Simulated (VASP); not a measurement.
# Si16N (a cell with a defect) in VASP: single point with PBE

Aim: the single point of Si16N (a cell with a defect) with PBE.

Everything below comes from runs of VASP 6.6.1. Logs are shortened: lines on timing, memory, paths and dates and some standing lists are left out, and cuts for length are marked.

## Step 1: The cell of the first run

The cell holds a defect, 17 atoms: a = 7.679 Å, b = 7.679 Å, c = 7.679 Å, α = 60.00°, β = 60.00°, γ = 60.00°.

## Step 2: Single point, PBE, collinear spin, ferromagnetic start

Contents of INCAR:

```
  PREC = Accurate
  ENCUT = 520
  EDIFF = 1E-6
  ISMEAR = -1
  SIGMA = 0.05
  LREAL = Auto
  LASPH = T
  NELM = 150
  ALGO = Normal
  ISIF = 2
  LWAVE = F
  LCHARG = F
  ISPIN = 2
  MAGMOM = 0 0 0 0 0 0 0 0 0 0 0 0 0 0 0 0 1
  LORBIT = 11
  GGA = PE
  NBANDS = 52
```

Contents of KPOINTS:

```
regular mesh
0
Gamma
  2 2 2
```

Contents of POSCAR:

```
Si16N
1.0
    0.0000000000      5.4300000000      5.4300000000
    5.4300000000      0.0000000000      5.4300000000
    5.4300000000      5.4300000000      0.0000000000
Si N
16 1
Direct
    0.0125541520      0.0295154667     -0.0261647785
    0.1371035260      0.1436916258      0.1093640991
    0.0129145458      0.0303049456      0.4835324101
    0.1431746798      0.1576347552      0.5999360920
    0.0073330152      0.5175173402     -0.0130226575
    0.1257720334      0.6548020865      0.1051224963
   -0.0068448188      0.5550408448      0.4762107837
    0.1267408084      0.6555787231      0.6131989345
    0.5104660159      0.0162750745     -0.0143646475
    0.6402085655      0.1296083116      0.1174628870
    0.5396106977     -0.0080368008      0.4846114865
    0.6404574913      0.1323685370      0.6106183383
    0.4900682409      0.4957559651      0.0300001607
    0.6336966429      0.6420951320      0.1110469803
    0.4910456397      0.4985760190      0.4824183850
    0.6380823011      0.5008872007      0.6808310985
    0.7141699634      0.7244073729      0.5331719314
```

Potentials or basis: VASP PAW PBE potentials, release 64 (Si, N).

On the command line:

```
cat potpaw_PBE.64/Si/POTCAR potpaw_PBE.64/N/POTCAR > POTCAR
mpirun -np 1 vasp_std > vasp.out
```

OUTCAR:

```text
PREC = Accurate
   ENCUT = 520
   EDIFF = 1E-6
   ISMEAR = -1
   LREAL = Auto
   LASPH = T
   NELM = 150
   ISIF = 2
   ISPIN = 2
   LORBIT = 11
   GGA = PE

 ion  position               nearest neighbor table
   1  0.013  0.030  0.974-  10 2.34   4 2.35   2 2.35   6 2.35
   2  0.137  0.144  0.109-   9 2.34   5 2.34   3 2.35   1 2.35
   3  0.013  0.030  0.484-  12 2.34   4 2.35   2 2.35   8 2.35
   4  0.143  0.158  0.600-   1 2.35   3 2.35   7 2.49  11 2.50
   5  0.007  0.518  0.987-  14 2.34   2 2.34   8 2.35   6 2.35
   6  0.126  0.655  0.105-  13 2.31   7 2.33   5 2.35   1 2.35
   7  0.993  0.555  0.476-  17 1.82   8 2.33   6 2.33   4 2.49  16 2.50
   8  0.127  0.656  0.613-  15 2.31   7 2.33   5 2.35   3 2.35
   9  0.510  0.016  0.986-   2 2.34  14 2.35  10 2.35  12 2.35
  10  0.640  0.130  0.117-  11 2.31  13 2.31   1 2.34   9 2.35  16 3.13
  11  0.540  0.992  0.485-  17 1.77  10 2.31  12 2.31   4 2.50  16 3.11
  12  0.640  0.132  0.611-  11 2.31  15 2.31   3 2.34   9 2.35  16 3.12
  13  0.490  0.496  0.030-   6 2.31  10 2.31  16 2.32  14 2.34
  14  0.634  0.642  0.111-  15 2.34   5 2.34  13 2.34   9 2.35
  15  0.491  0.499  0.482-   8 2.31  12 2.31  16 2.32  14 2.34
  16  0.638  0.501  0.681-  17 1.72  15 2.32  13 2.32   7 2.50  11 3.11  12 3.12  10 3.13
  17  0.714  0.724  0.533-  16 1.72  11 1.77   7 1.82

  LATTYP: Found a face centered cubic cell.
 ALAT       =    10.8600000000

  Lattice vectors:

 A1 = (   0.0000000000,   5.4300000000,   5.4300000000)
 A2 = (   5.4300000000,   0.0000000000,   5.4300000000)
 A3 = (   5.4300000000,   5.4300000000,   0.0000000000)

Analysis of symmetry for initial positions (statically):
=====================================================================
 Subroutine PRICEL returns:
 Original cell was already a primitive cell.

 Routine SETGRP: Setting up the symmetry group for a
 face centered cubic supercell.

 Subroutine GETGRP returns: Found  1 space group operations
 (whereof  1 operations were pure point group operations)
 out of a pool of 48 trial point group operations.

The static configuration has the point symmetry C_1 .

Analysis of symmetry for dynamics (positions and initial velocities):
=====================================================================
 Subroutine PRICEL returns:
 Original cell was already a primitive cell.

 Routine SETGRP: Setting up the symmetry group for a
 face centered cubic supercell.

 Subroutine GETGRP returns: Found  1 space group operations
 (whereof  1 operations were pure point group operations)
 out of a pool of 48 trial point group operations.

The dynamic configuration has the point symmetry C_1 .

Analysis of structural, dynamic, and magnetic symmetry:
[... 171 lines left out ...]

  energy without entropy =      -92.34630722  energy(sigma->0) =      -92.36034487

 E-fermi :   6.1458     XC(G=0):  -9.5425

 val. band max:        6.1430181492   @ k =   0.0000   0.0000   0.0000
 cond. band min:       6.4760084450   @ k =   0.5000   0.5000   0.0000
 fundamental gap:      0.3329902958
 Fermi energy:         6.1458483176

 spin component 1

 k-point     1 :       0.0000    0.0000    0.0000
  band No.  band energies     occupation
      1     -10.4207      1.00000
      2      -5.7357      1.00000
      3      -4.0737      1.00000
      4      -3.7593      1.00000
      5      -3.7452      1.00000
      6      -3.1452      1.00000
[... 381 lines left out ...]
     45      10.0441      0.00000
     46      10.1653      0.00000
 Fermi energy:         6.1458483176

 spin component 2

 k-point     1 :       0.0000    0.0000    0.0000
  band No.  band energies     occupation
      1     -10.4207      1.00000
      2      -5.7357      1.00000
      3      -4.0737      1.00000
      4      -3.7593      1.00000
      5      -3.7452      1.00000
      6      -3.1452      1.00000
[... 381 lines left out ...]
     45      10.0441      0.00000
     46      10.1653      0.00000
 [bands above 46 left out]

------------------------ aborting loop because EDIFF is reached ----------------------------------------

  FORCE on cell =-STRESS in cart. coord.  units (eV):
  Direction    XX          YY          ZZ          XY          YZ          ZX
  --------------------------------------------------------------------------------------
  -------------------------------------------------------------------------------------
  Total        5.4529425      5.5389660     12.4530392      2.1644676     -0.4832181      0.4576266
  in kB       27.2842498     27.7146756     62.3098137     10.8300928     -2.4178217      2.2897726
  external PRESSURE =      39.1029130 kB  Pullay stress =       0.0000000 kB

 VOLUME and BASIS-vectors are now :
 -----------------------------------------------------------------------------
  energy-cutoff  :      520.00
  volume of cell :      320.21
      direct lattice vectors                 reciprocal lattice vectors
     0.000000000  5.430000000  5.430000000    -0.092081031  0.092081031  0.092081031
     5.430000000  0.000000000  5.430000000     0.092081031 -0.092081031  0.092081031
     5.430000000  5.430000000  0.000000000     0.092081031  0.092081031 -0.092081031

 POSITION                                       TOTAL-FORCE (eV/Angst)
 -----------------------------------------------------------------------------------
      5.44819      5.35609      0.22844        -0.036513     -0.009702      0.001149
      1.37409      1.33832      1.52472         0.006404     -0.008142     -0.042958
      2.79014      2.69571      0.23468         0.013571      0.035903      0.001193
      4.11361      4.03509      1.63340         0.029598     -0.029613     -0.030965
      8.16941      5.39911      2.84994        -0.010420      0.013895      0.045080
      4.12639      1.25376      4.23852         0.004405      0.012304     -0.015899
[... 9 lines left out ...]
      6.41673      7.16170      6.18460        -0.015288      0.023702     -0.009081
      6.82866      6.77307      7.81147        -0.035969      0.030903      0.044262
 -----------------------------------------------------------------------------------
    total drift:                               -0.002979     -0.002093      0.002154

  FREE ENERGIE OF THE ION-ELECTRON SYSTEM (eV)
  ---------------------------------------------------
  free  energy   TOTEN  =       -92.3743825123 eV

  energy  without entropy=      -92.3463072181  energy(sigma->0) =      -92.36034487

 total charge

# of ion       s       p       d       tot
------------------------------------------
    1        0.741   0.956   0.000   1.697
    2        0.738   0.963   0.000   1.700
    3        0.741   0.956   0.000   1.697
    4        0.764   0.876   0.000   1.640
    5        0.740   0.960   0.000   1.700
    6        0.747   0.961   0.000   1.708
[... 9 lines left out ...]
   16        0.776   0.913   0.000   1.689
   17        1.252   2.591   0.000   3.843
--------------------------------------------------
tot         13.216  17.723   0.000  30.939

 magnetization (x)

# of ion       s       p       d       tot
------------------------------------------
    1       -0.000  -0.000   0.000  -0.000
    2       -0.000  -0.000   0.000  -0.000
    3       -0.000  -0.000   0.000  -0.000
    4       -0.000   0.000   0.000   0.000
    5       -0.000   0.000   0.000  -0.000
    6        0.000   0.000   0.000   0.000
[... 9 lines left out ...]
   16        0.000   0.000   0.000   0.000
   17       -0.000  -0.000   0.000  -0.000
--------------------------------------------------
tot          0.000  -0.000   0.000  -0.000
```

OSZICAR:

```text
N       E                     dE             d eps       ncg     rms          rms(c)
DAV:   1     0.182704989285E+03    0.18270E+03   -0.26852E+04  1664   0.110E+03
DAV:   2    -0.758216525698E+02   -0.25853E+03   -0.24295E+03  2028   0.172E+02
DAV:   3    -0.955626938194E+02   -0.19741E+02   -0.19334E+02  2100   0.441E+01
DAV:   4    -0.960336689722E+02   -0.47098E+00   -0.46952E+00  2112   0.817E+00
DAV:   5    -0.960440191574E+02   -0.10350E-01   -0.10343E-01  2104   0.117E+00    0.177E+01
DAV:   6    -0.924389993759E+02    0.36050E+01   -0.97577E+00  2436   0.151E+01    0.101E+01
DAV:   7    -0.925083156068E+02   -0.69316E-01   -0.52418E+00  1936   0.723E+00    0.530E+00
DAV:   8    -0.924140757010E+02    0.94240E-01   -0.13256E+00  2252   0.430E+00    0.229E+00
DAV:   9    -0.923636793563E+02    0.50396E-01   -0.31020E-01  2232   0.256E+00    0.912E-01
DAV:  10    -0.923729560387E+02   -0.92767E-02   -0.17903E-01  1972   0.128E+00    0.464E-01
DAV:  11    -0.923730166855E+02   -0.60647E-04   -0.12225E-02  2008   0.513E-01    0.240E-01
DAV:  12    -0.923742713187E+02   -0.12546E-02   -0.67297E-03  1968   0.262E-01    0.105E-01
DAV:  13    -0.923743114297E+02   -0.40111E-04   -0.60018E-04  2376   0.114E-01    0.449E-02
DAV:  14    -0.923743854188E+02   -0.73989E-04   -0.32946E-04  1888   0.605E-02    0.314E-02
DAV:  15    -0.923743780692E+02    0.73496E-05   -0.58987E-05  2504   0.340E-02    0.847E-03
DAV:  16    -0.923743823298E+02   -0.42606E-05   -0.26541E-05  1920   0.181E-02    0.422E-03
DAV:  17    -0.923743825123E+02   -0.18248E-06   -0.48028E-07  1168   0.345E-03
   1 F= -.92374383E+02 E0= -.92360345E+02  d E =-.280753E-01  mag=    -0.0000
```

It took 6.8 min on 1 thread of Intel Xeon 6975P-C (Granite Rapids), shared host; peak memory 0.71 GiB.

What came out:

- Free energy: -92.3744 eV
- Pressure: 3.9 GPa
- Largest force: 0.099 eV/Å
- Net moment: 0.00 μB per cell
- Valence electrons inside the program's atomic spheres: Si 1.70, 1.64, 1.71, 1.63, 1.69, 1.67, 1.72, 1.73 (each value once); N 3.84

Forces on the atoms (eV/Å):
```
Si  -0.037 -0.010  0.001
Si   0.006 -0.008 -0.043
Si   0.014  0.036  0.001
Si   0.030 -0.030 -0.031
Si  -0.010  0.014  0.045
Si   0.004  0.012 -0.016
Si   0.071 -0.066 -0.008
Si  -0.009 -0.009 -0.019
Si   0.009 -0.006  0.005
Si   0.036  0.020 -0.021
Si  -0.041  0.042  0.079
Si  -0.028 -0.033 -0.034
Si  -0.031 -0.061  0.007
Si  -0.013  0.013  0.001
Si   0.050  0.030 -0.004
Si  -0.015  0.024 -0.009
N   -0.036  0.031  0.044
```

Levels at points of the mesh, in eV from the Fermi level:
Spin up:
```
           k point  band 30  band 31  band 32  band 33  band 34  band 35  band 36  band 37  band 38  band 39
(0.00, 0.00, 0.00)    -1.23    -1.21    -0.76    -0.48    -0.27    -0.23     0.00     0.61     0.68     0.79
(0.50, 0.00, 0.00)    -1.47    -1.46    -1.02    -0.97    -0.50     0.34     0.94     1.26     1.34     1.37
(0.00, 0.50, 0.00)    -1.58    -1.32    -1.08    -0.74    -0.17    -0.11     0.85     1.27     1.34     1.45
(0.00, 0.00, 0.50)    -1.58    -1.13    -1.10    -1.00    -0.65    -0.08     1.04     1.18     1.28     1.33
(0.50, 0.50, 0.50)    -1.58    -1.13    -1.10    -1.00    -0.65    -0.07     1.03     1.20     1.28     1.32
(0.50, 0.50, 0.00)    -1.71    -1.66    -1.56    -1.55    -0.31     0.33     0.83     1.26     1.74     2.11
(0.00, 0.50, 0.50)    -1.80    -1.69    -1.50    -1.36    -0.93     0.44     1.11     1.49     2.09     2.24
(0.50, 0.00, 0.50)    -1.80    -1.68    -1.50    -1.37    -0.92     0.45     1.10     1.49     2.09     2.24
```
Spin down:
| k point | band 31 | band 32 | band 33 | band 34 | band 35 | band 36 | band 37 | band 38 |
| --- | --- | --- | --- | --- | --- | --- | --- | --- |
| (0.00, 0.00, 0.00) | -1.21 | -0.76 | -0.48 | -0.27 | -0.23 | 0.00 | 0.61 | 0.68 |
| (0.50, 0.00, 0.00) | -1.46 | -1.02 | -0.97 | -0.50 | 0.34 | 0.94 | 1.26 | 1.34 |
| (0.00, 0.50, 0.00) | -1.32 | -1.08 | -0.74 | -0.17 | -0.11 | 0.85 | 1.27 | 1.34 |
| (0.00, 0.00, 0.50) | -1.13 | -1.10 | -1.00 | -0.65 | -0.08 | 1.04 | 1.18 | 1.28 |
| (0.50, 0.50, 0.50) | -1.13 | -1.10 | -1.00 | -0.65 | -0.07 | 1.03 | 1.20 | 1.28 |
| (0.50, 0.50, 0.00) | -1.66 | -1.56 | -1.55 | -0.31 | 0.33 | 0.83 | 1.26 | 1.74 |
| (0.00, 0.50, 0.50) | -1.69 | -1.50 | -1.36 | -0.93 | 0.44 | 1.11 | 1.49 | 2.09 |
| (0.50, 0.00, 0.50) | -1.68 | -1.50 | -1.37 | -0.92 | 0.45 | 1.10 | 1.49 | 2.09 |

Caveat: the k points lie up to 0.50 Å⁻¹ apart.
